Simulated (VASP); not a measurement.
Set up this calculation in VASP 6.6.1, as the native input.

```yaml
Task: single point
Functional: revPBE
Potentials_or_basis: VASP PAW PBE potentials, release 64 (Sn_d)
Cutoff: 520 eV
k_mesh: 13 × 13 × 13
Occupations: fermi-dirac, width 0.1 eV
Spin: no spin polarisation
Dipole_correction: no
Further_INCAR_settings: ALGO = Normal; EDIFF = 1e-06; NBANDS = 13
```

The structure of Sn lies in POSCAR:

```
Sn
1.0
    0.0000000000      2.4290145786      2.4290145786
    2.4290145786      0.0000000000      2.4290145786
    2.4290145786      2.4290145786      0.0000000000
Sn
1
Direct
    0.0000000000      0.0000000000      0.0000000000
```

One way to write it, as run:

INCAR

```
SYSTEM = Sn
ALGO = Normal
EDIFF = 1E-6
ENCUT = 520
GGA = RE
ISIF = 2
ISMEAR = -1
LASPH = .TRUE.
LCHARG = .TRUE.
LELF = .TRUE.
LREAL = .FALSE.
LVHAR = .TRUE.
LWAVE = .FALSE.
NBANDS = 13
NELM = 80
PREC = Accurate
SIGMA = 0.1
```

KPOINTS

```
k-points
0
G
  13 13 13
  0 0 0
```

Potentials or basis: VASP PAW PBE potentials, release 64 (Sn_d).

Launch:

```sh
$ cat potpaw_PBE.64/Sn_d/POTCAR > POTCAR
$ mpirun -np 1 vasp_std > vasp.out
```

Results of the run:

The pressure is 0.0 GPa. The band gap on the k mesh is zero (band 7 reaches 14.91 eV, above the bottom of band 8 at 5.76 eV).

Caveat: the PAW data sets were made with another functional, which shifts forces and pressure a little; spin-orbit coupling is left out, which moves the levels of the heavy elements.

Wall time 12 s on 1 thread of Intel(R) Xeon(R) 6975P-C (Granite Rapids) (shared host), peak memory 0.17 GiB.
